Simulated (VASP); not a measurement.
# H11C8 (a cell with a defect) in VASP: single point with PBE

Aim: the single point of H11C8 (a cell with a defect) with PBE.

All numbers are computed with VASP 6.6.1; they aren't measurements. Logs are shortened: lines on timing, memory, paths and dates and some standing lists are left out, and cuts for length are marked.

**1. The cell of the first run**

The cell holds a defect, 19 atoms: a = 4.890 Å, b = 4.890 Å, c = 8.275 Å, α = 81.81°, β = 81.81°, γ = 84.08°.

**2. Single point, PBE**

File INCAR:

```
ALGO = Normal
EDIFF = 1E-6
ENCUT = 520
GGA = PE
ISIF = 2
ISMEAR = 0
LASPH = T
LCHARG = F
LREAL = Auto
LWAVE = F
NBANDS = 36
NELM = 60
PREC = Accurate
SIGMA = 0.1
```

File KPOINTS:

```
k-points
0
Gamma
  3 3 2
```

File POSCAR:

```
H11C8
1.0
    3.6316850000      3.2747500000      0.0000000000
    3.6316850000     -3.2747500000      0.0000000000
    1.5866040000      0.0000000000     -8.1218800000
C H
8 11
Direct
    0.0846895318      0.0851326191      0.4622460563
    0.9222671032      0.9163460406      0.0459328382
    0.2733677841      0.2729827166      0.3629015696
    0.7407788465      0.7376021155      0.1296877078
    0.0858239967      0.0820881390      0.9693313617
    0.9259360767      0.9271001351      0.5431116934
    0.2719037902      0.2720509770      0.8719678203
    0.7350522148      0.7368257853      0.6379819697
    0.2666521545      0.2663257174      0.2314662369
    0.7071276271      0.7087390478      0.2638082562
    0.4888804411      0.2162669591      0.3869489576
    0.6263754853      0.6168309399      0.0653798135
    0.2175103031      0.4886302360      0.3868898580
    0.2656664791      0.2695779227      0.7399413683
    0.7352815812      0.7369372801      0.7707019803
    0.4878932996      0.2171013307      0.8965271587
    0.7922557016      0.5230281269      0.6106838564
    0.5212996496      0.7947272395      0.6107887583
    0.2153422837      0.4864350388      0.8992104045
```

Potentials or basis: VASP PAW PBE potentials, release 64 (C, H).

Run with:

```sh
$ cat potpaw_PBE.64/C/POTCAR potpaw_PBE.64/H/POTCAR > POTCAR
$ mpirun -np 1 vasp_std > vasp.out
```

OUTCAR:

```text
EDIFF = 1E-6
   ENCUT = 520
   GGA = PE
   ISIF = 2
   ISMEAR = 0
   LASPH = T
   LREAL = Auto
   NELM = 60
   PREC = Accurate

 ion  position               nearest neighbor table
   1  0.085  0.085  0.462-   6 1.21   3 1.45
   2  0.922  0.916  0.046-   5 1.24   4 1.36
   3  0.273  0.273  0.363-   9 1.10  13 1.10  11 1.10   1 1.45
   4  0.741  0.738  0.130-  10 1.09  12 1.09   2 1.36
   5  0.086  0.082  0.969-   2 1.24   7 1.45
   6  0.926  0.927  0.543-   1 1.21   8 1.45
   7  0.272  0.272  0.872-  14 1.10  19 1.10  16 1.10   5 1.45
   8  0.735  0.737  0.638-  15 1.10  18 1.10  17 1.10   6 1.45
   9  0.267  0.266  0.231-   3 1.10
  10  0.707  0.709  0.264-   4 1.09
  11  0.489  0.216  0.387-   3 1.10
  12  0.626  0.617  0.065-   4 1.09
  13  0.218  0.489  0.387-   3 1.10
  14  0.266  0.270  0.740-   7 1.10
  15  0.735  0.737  0.771-   8 1.10
  16  0.488  0.217  0.897-   7 1.10
  17  0.792  0.523  0.611-   8 1.10
  18  0.521  0.795  0.611-   8 1.10
  19  0.215  0.486  0.899-   7 1.10

  LATTYP: Found a base centered monoclinic cell.
 ALAT       =     7.2633700000
 B/A-ratio  =     0.9017164209
 C/A-ratio  =     1.1393334100
 COS(beta)  =    -0.1917253521

  Lattice vectors:

 A1 = (  -3.6316850000,  -3.2747500000,   0.0000000000)
 A2 = (  -3.6316850000,   3.2747500000,   0.0000000000)
 A3 = (   1.5866040000,   0.0000000000,  -8.1218800000)

Analysis of symmetry for initial positions (statically):
=====================================================================
 Subroutine PRICEL returns:
 Original cell was already a primitive cell.

 Routine SETGRP: Setting up the symmetry group for a
 base centered monoclinic supercell.

 Subroutine GETGRP returns: Found  1 space group operations
 (whereof  1 operations were pure point group operations)
 out of a pool of  4 trial point group operations.

The static configuration has the point symmetry C_1 .

Analysis of symmetry for dynamics (positions and initial velocities):
=====================================================================
 Subroutine PRICEL returns:
 Original cell was already a primitive cell.

 Routine SETGRP: Setting up the symmetry group for a
 base centered monoclinic supercell.

 Subroutine GETGRP returns: Found  1 space group operations
 (whereof  1 operations were pure point group operations)
 out of a pool of  4 trial point group operations.

The dynamic configuration has the point symmetry C_1 .
[... 121 lines left out ...]
   NSW    =      0    number of steps for IOM
   IBRION =     -1    ionic relax: 0-MD 1-quasi-New 2-CG
   NFREE  =      0    steps in history (QN), initial steepest desc. (CG)
   ISIF   =      2    stress and relaxation
   ISYM   =      2    0-nonsym 1-usesym 2-fastsym
   POTIM  = 0.5000    time-step for ionic-motion
   TEBEG  =    0.0;   TEEND  =   0.0 temperature during run
   PSTRESS=    0.0 pullay stress
   NELECT =      43.0000    total number of electrons
   NUPDOWN=      -1.0000    fix difference up-down
   EMIN   =  10.00;   EMAX   =-10.00  energy-range for DOS
   EFERMI =   0.00;   METHOD = LEGACY
   ISMEAR =     0;   SIGMA  =   0.10  broadening in eV -4-tet -1-fermi 0-gaus
   EFERMI_NEDOS =   21; number of points for ismear=-14 and -15
   IALGO  =     38    algorithm
   IMIX   =      4    mixing-type and parameters
     AMIX     =   0.40;   BMIX     =  1.00
     AMIX_MAG =   1.60;   BMIX_MAG =  1.00
  volume/ion in A,a.u.               =      10.17        68.61
  Fermi-wavevector in a.u.,A,eV,Ry     =   0.992141  1.874874 13.392807  0.984344
  Thomas-Fermi vector in A             =   2.123932
   LORBIT       =      0    0 simple, 1 ext, 2 COOP (PROOUT), +10 PAW based schemes
   GGA     = PE    functional components
   LHFCALC =     F    Hartree Fock is set to
   AEXX    =    0.0000 exact exchange contribution
   IVDW    =     0    specifies the selected vdW correction
   LEPSILON=     F    determine dielectric tensor
   LRPA    =     F    only Hartree local field effects (RPA)
 non-spin polarized calculation
 Gauss-broadening in eV      SIGMA  =   0.10
  energy-cutoff  :      520.00
  volume of cell :      193.18
 maximum number of plane-waves:      5230
   NGX = 19   NGY = 19   NGZ = 31

 number of electron      42.9999998 magnetization

 Free energy of the ion-electron system (eV)
  ---------------------------------------------------
  ext. energy  EPLUGINS =         0.00000000
  ---------------------------------------------------
  free energy    TOTEN  =      -108.14065591 eV

  energy without entropy =     -108.12440129  energy(sigma->0) =     -108.13252860

 E-fermi :  -0.2080     XC(G=0):  -7.3603

 val. band max:       -0.2714868905   @ k =   0.3333   0.0000   0.5000
 cond. band min:      -0.0735205029   @ k =  -0.3333   0.3333   0.5000
 fundamental gap:      0.1979663875
 Fermi energy:        -0.2079595891

 k-point     1 :       0.0000    0.0000    0.0000
  band No.  band energies     occupation
      1     -16.0143      2.00000
      2     -15.6402      2.00000
      3     -14.5474      2.00000
      4     -14.4030      2.00000
      5     -12.5934      2.00000
      6     -12.4098      2.00000
[... 349 lines left out ...]
     32       6.3351      0.00000
     33       6.4460      0.00000
 [bands above 33 left out]

------------------------ aborting loop because EDIFF is reached ----------------------------------------

  FORCE on cell =-STRESS in cart. coord.  units (eV):
  Direction    XX          YY          ZZ          XY          YZ          ZX
  --------------------------------------------------------------------------------------
  -------------------------------------------------------------------------------------
  Total        0.4019766      0.2719637      1.0135386     -0.0398197      0.0206097      0.2401030
  in kB        3.3337917      2.2555300      8.4057797     -0.3302443      0.1709264      1.9912932
  external PRESSURE =       4.6650338 kB  Pullay stress =       0.0000000 kB

 VOLUME and BASIS-vectors are now :
 -----------------------------------------------------------------------------
  energy-cutoff  :      520.00
  volume of cell :      193.18
      direct lattice vectors                 reciprocal lattice vectors
     3.631685000  3.274750000  0.000000000     0.137677139  0.152683411  0.026895140
     3.631685000 -3.274750000  0.000000000     0.137677139 -0.152683411  0.026895140
     1.586604000  0.000000000 -8.121880000     0.000000000  0.000000000 -0.123124203

 POSITION                                       TOTAL-FORCE (eV/Angst)
 -----------------------------------------------------------------------------------
      1.35014     -0.00145     -3.75431         0.053965     -0.001436      0.027385
      6.75014      0.01939     -0.37306         0.035403     -0.049693     -0.011994
      2.55995      0.00126     -2.94744        -0.013541     -0.000242     -0.001979
      5.57478      0.01040     -1.05331        -0.043410      0.022950     -0.013338
      2.14775      0.01223     -7.87279        -0.002112      0.033333      0.041052
      7.59135     -0.00381     -4.41109        -0.037957     -0.000869     -0.033017
[... 11 lines left out ...]
      5.74847     -0.89541     -4.96075        -0.012904     -0.017100      0.003271
      3.97533     -0.88776     -7.30328         0.014515     -0.012652     -0.003522
 -----------------------------------------------------------------------------------
    total drift:                                0.010679      0.006963     -0.003461

  FREE ENERGIE OF THE ION-ELECTRON SYSTEM (eV)
  ---------------------------------------------------
  free  energy   TOTEN  =      -108.1406559146 eV

  energy  without entropy=     -108.1244012921  energy(sigma->0) =     -108.13252860
```

OSZICAR:

```text
N       E                     dE             d eps       ncg     rms          rms(c)
DAV:   1     0.137728920969E+03    0.13773E+03   -0.18168E+04   720   0.989E+02
DAV:   2    -0.101311742853E+03   -0.23904E+03   -0.23265E+03   936   0.212E+02
DAV:   3    -0.119693655035E+03   -0.18382E+02   -0.18250E+02   920   0.580E+01
DAV:   4    -0.120051926347E+03   -0.35827E+00   -0.35771E+00   960   0.943E+00
DAV:   5    -0.120057504848E+03   -0.55785E-02   -0.55764E-02   988   0.112E+00    0.177E+01
DAV:   6    -0.109916172858E+03    0.10141E+02   -0.14836E+01   904   0.152E+01    0.918E+00
DAV:   7    -0.108221225669E+03    0.16949E+01   -0.57324E+00   976   0.970E+00    0.412E+00
DAV:   8    -0.108139873238E+03    0.81352E-01   -0.42757E-01   884   0.298E+00    0.739E-01
DAV:   9    -0.108137619679E+03    0.22536E-02   -0.56345E-02   896   0.113E+00    0.301E-01
DAV:  10    -0.108139140697E+03   -0.15210E-02   -0.12169E-02   904   0.478E-01    0.165E-01
DAV:  11    -0.108140286004E+03   -0.11453E-02   -0.19469E-03   832   0.218E-01    0.727E-02
DAV:  12    -0.108140625321E+03   -0.33932E-03   -0.56128E-04   848   0.130E-01    0.175E-02
DAV:  13    -0.108140652570E+03   -0.27249E-04   -0.68336E-05   960   0.435E-02    0.898E-03
DAV:  14    -0.108140655828E+03   -0.32581E-05   -0.68820E-06   880   0.147E-02    0.309E-03
DAV:  15    -0.108140655915E+03   -0.86841E-07   -0.75882E-07   760   0.474E-03
   1 F= -.10814066E+03 E0= -.10813253E+03  d E =-.162546E-01
```

It took 2.3 min on 1 thread of Intel Xeon 8259CL, shared host; peak memory 0.28 GiB.

Results:

- Free energy: -108.1407 eV
- Pressure: 0.5 GPa
- Largest force: 0.062 eV/Å
- Band gap on the k mesh: zero (an odd number of electrons rules out a gap without spin polarisation)

Forces on the atoms (eV/Å):
```
C    0.054 -0.001  0.027
C    0.035 -0.050 -0.012
C   -0.014  0.000 -0.002
C   -0.043  0.023 -0.013
C   -0.002  0.033  0.041
C   -0.038 -0.001 -0.033
C   -0.008 -0.010 -0.021
C    0.007  0.005  0.002
H   -0.004 -0.001  0.021
H   -0.011 -0.009  0.021
H    0.012  0.016 -0.003
H   -0.004  0.001 -0.020
H    0.011 -0.018 -0.003
H   -0.001  0.004  0.020
H    0.004  0.000 -0.022
H    0.012  0.021 -0.004
H   -0.012  0.016  0.002
H   -0.013 -0.017  0.003
H    0.015 -0.013 -0.004
```

Caveat: the k points lie up to 0.43 Å⁻¹ apart, too coarse for converged energies and pressures of a metal.
